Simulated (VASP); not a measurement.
## Nb: single point with LDA

Crystal: Nb.

```
Nb
1.0
     0.04230    2.13615    2.13615
     2.13615    0.04230    2.13615
     2.13615    2.13615    0.04230
Nb
1
Direct
  0.00000 0.00000 0.00000
```

This cell differs from its parent crystal: equal xy, yz and zx shear strains of +2 %.

```
Program                : VASP 6.6.1
Task                   : single point
Functional             : LDA
Potentials or basis    : VASP PAW LDA potentials, release 64 (Nb_sv)
Cutoff                 : 520 eV
k mesh                 : 13 × 13 × 13
Occupations            : fermi-dirac, width 0.03 eV
Spin                   : no spin polarisation
Dipole correction      : no
Further INCAR settings : ALGO = Normal; EDIFF = 1e-06; NBANDS = 12
```

| Quantity | Value |
| --- | --- |
| Pressure | -10.5 GPa |
| Band gap on the k mesh | zero (an odd number of electrons rules out a gap without spin polarisation) |

Stress tensor (GPa, compression positive):
```
-10.45   0.97   0.97
  0.97 -10.45   0.97
  0.97   0.97 -10.45
```

Levels at points of the mesh, in eV from the Fermi level:
```csv
k point,band 2,band 3,band 4,band 5,band 6,band 7,band 8,band 9,band 10,band 11
"(0.00, 0.00, 0.00)",-30.07,-30.00,-30.00,-6.15,-0.18,0.25,0.25,2.67,2.67,11.89
```

It took 50 s on 1 thread of Intel Xeon 8259CL (shared host), peak memory 0.17 GiB.

Caveat: the cell differs from its parent crystal (equal xy, yz and zx shear strains of +2 %); the cell stands under tension.
